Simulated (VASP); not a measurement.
# RbP3: single point with PBE

The system is RbP3.

```xyz
8
Lattice="6.1030 0.0000 0.0000 0.0000 6.1030 0.0000 0.0000 0.0000 6.1030" Properties=species:S:1:pos:R:3 pbc="T T T"
Rb    0.0000    0.0000    0.0000
Rb    3.0515    3.0515    3.0515
P     1.5258    0.0000    3.0515
P     3.0515    4.5773    0.0000
P     4.5773    0.0000    3.0515
P     3.0515    1.5258    0.0000
P     0.0000    3.0515    4.5773
P     0.0000    3.0515    1.5258
```

* Program: VASP 6.6.1
* Task: single point
* Functional: PBE
* Potentials or basis: VASP PAW PBE potentials, release 64 (Rb_sv, P)
* Cutoff: 520 eV
* k mesh: 4 × 4 × 4
* Occupations: gaussian, width 0.1 eV
* Spin: no spin polarisation

```
Pressure               : -6.2 GPa
Band gap on the k mesh : zero (band 24 reaches 2.46 eV, above the bottom of band 25 at 1.90 eV)
```

Levels at points of the mesh, in eV from the Fermi level:
```
           k point  band 20  band 21  band 22  band 23  band 24  band 25  band 26  band 27  band 28  band 29
(0.00, 0.00, 0.00)    -2.03    -0.79    -0.79    -0.79     0.47     0.47     0.47     0.59     0.59     0.59
(0.50, 0.00, 0.00)    -0.93    -0.36    -0.36    -0.20    -0.20    -0.10    -0.10     0.38     0.38     0.98
(0.50, 0.50, 0.00)    -0.93    -0.78    -0.78    -0.72    -0.35     0.18     0.42     0.53     0.53     0.99
(0.50, 0.50, 0.50)    -0.77    -0.77    -0.77     0.19     0.19     0.19     0.19     0.23     0.23     0.23
```

Run time: 48 s on 1 thread of Intel(R) Xeon(R) Platinum 8375C CPU @ 2.90GHz (Ice Lake), with other jobs on the host, peak memory 0.34 GiB.
